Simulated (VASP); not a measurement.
CdS, 4 atoms in the cell. Symmetry: Cm, No. 8, monoclinic system. Conventional cell: a = 7.162 Å, b = 4.135 Å, c = 6.749 Å, α = 90.00°, β = 90.00°, γ = 90.00°. Cd (site symmetry m) has 4 S at 2.41 to 2.51 Å within 3.2 Å. Within 3.2 Å of Cd (site symmetry m) lie 4 S at 2.40 to 2.68 Å. Within 3.2 Å of S (site symmetry m) lie 4 Cd at 2.40 to 2.68 Å. S (site symmetry m) has 4 Cd at 2.51 to 2.60 Å within 3.3 Å.  This cell differs from its parent crystal: atom 3 (S) moved by (+0.200, -0.200) A along y and z.

* Program: VASP 6.6.1
* Task: single point
* Functional: PBE
* Potentials or basis: VASP PAW PBE potentials, release 64 (Cd, S)
* Cutoff: 520 eV
* k mesh: 12 × 12 × 4
* Occupations: gaussian, width 0.05 eV
* Spin: no spin polarisation
* Dipole correction: no
* Further INCAR settings: ALGO = Normal; EDIFF = 1e-06; NBANDS = 26

Potentials or basis: VASP PAW PBE potentials, release 64 (Cd, S).

Command:

```bash
$ cat potpaw_PBE.64/Cd/POTCAR potpaw_PBE.64/S/POTCAR > POTCAR
$ mpirun -np 1 vasp_std > vasp.out
```

Hardware: 1 thread of Oxide Virtual Turin-like Processor, on a shared host.

**Question.** Estimate the wall time of this run.

**Answer.** It took 7.1 min on 1 thread of Oxide Virtual Turin-like Processor, on a shared host, peak memory 0.44 GiB. Counts: scf iterations 15, k points 164.
